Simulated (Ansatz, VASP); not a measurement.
**One calculation of TaSi2, two programs**

The input INCAR:

```
SYSTEM = TaSi2
PREC = Accurate ; ENCUT = 520
EDIFF = 1E-6 ; ISMEAR = 0
SIGMA = 0.15 ; LREAL = .FALSE.
LASPH = .TRUE. ; NELM = 100
ALGO = Normal ; ISIF = 2
LWAVE = .FALSE. ; LCHARG = .TRUE.
GGA = PS ; LELF = .TRUE.
LVHAR = .TRUE. ; NBANDS = 38
```

Contents of KPOINTS:

```
regular mesh
0
G
  12 12 6
  0 0 0
```

Contents of POSCAR:

```
TaSi2
1.0
    4.6181605319      0.0000000000      0.0000000000
   -2.3090802659      3.9994443394      0.0000000000
    0.0000000000      0.0000000000      6.7528273320
Ta Si
3 6
Direct
    0.5000000000      0.0000000000      0.0000000000
    0.5000000000      0.5000000000      0.6666666667
    0.0000000000      0.5000000000      0.3333333333
    0.1592827538      0.3185655077      0.0000000000
    0.8407172462      0.1592827538      0.6666666667
    0.6814344923      0.8407172462      0.3333333333
    0.8407172462      0.6814344923      0.0000000000
    0.1592827538      0.8407172462      0.6666666667
    0.3185655077      0.1592827538      0.3333333333
```

Input for Ansatz:

```yaml
crystal:
  lattice:
    - [4.6181605319, 0.0, 0.0]
    - [-2.3090802659, 3.9994443394, 0.0]
    - [0.0, 0.0, 6.752827332]
  atoms:
    - { symbol: Ta, position: [0.5, 0.0, 0.0] }
    - { symbol: Ta, position: [0.5, 0.5, 0.6666666667] }
    - { symbol: Ta, position: [0.0, 0.5, 0.3333333333] }
    - { symbol: Si, position: [0.1592827538, 0.3185655077, 0.0] }
    - { symbol: Si, position: [0.8407172462, 0.1592827538, 0.6666666667] }
    - { symbol: Si, position: [0.6814344923, 0.8407172462, 0.3333333333] }
    - { symbol: Si, position: [0.8407172462, 0.6814344923, 0.0] }
    - { symbol: Si, position: [0.1592827538, 0.8407172462, 0.6666666667] }
    - { symbol: Si, position: [0.3185655077, 0.1592827538, 0.3333333333] }
basis:
  ecutwfc: 420
kpoints:
  mp_grid: { grid: [12, 12, 6] }
hamiltonian:
  xc: pbesol
scf:
  occupations: { method: gaussian, width: 0.15 }
output:
  forces: true
  stress: true
  eigenvalues: true
```

Change from the starting cell: strain -0.030 along x and y, +0.030 along z, atoms carried along.

Alike in both runs: task single point; functional PBEsol; k mesh 12 × 12 × 6; occupations gaussian, width 0.15 eV; no spin polarisation.

```csv
,VASP,Ansatz
version,VASP 6.6.1,Ansatz 0.2.0
potentials or method,"VASP PAW PBE potentials, release 64 (Ta_pv, Si), cutoff 520 eV","scalar-relativistic, plane waves, PAW"
valence electrons in the cell,57,63
```

Ansatz gave:

```
gap on the k mesh at the Fermi level (eV)                     : none
pressure (GPa)                                                : 6.1
traceless stress, the component that is largest in VASP (GPa) : -13.07
rms of the force components (eV/Å)                            : 0.110
```

Estimate VASP's values.

gap on the k mesh at the Fermi level (eV): none; pressure (GPa): 6.5; traceless stress, the component that is largest in VASP (GPa): -13.05; rms of the force components (eV/Å): 0.110.

VASP's potentials were made for PBE, not for PBEsol. Atom by atom the forces differ by 0.000 eV/Å (rms over components). A gap of «none» marks a metal or a gap that the smearing closes. VASP's potentials hold 57 valence electrons a cell and Ansatz's 63, so a difference there can come from the potentials and not from the codes.

Spin-orbit coupling is off throughout.
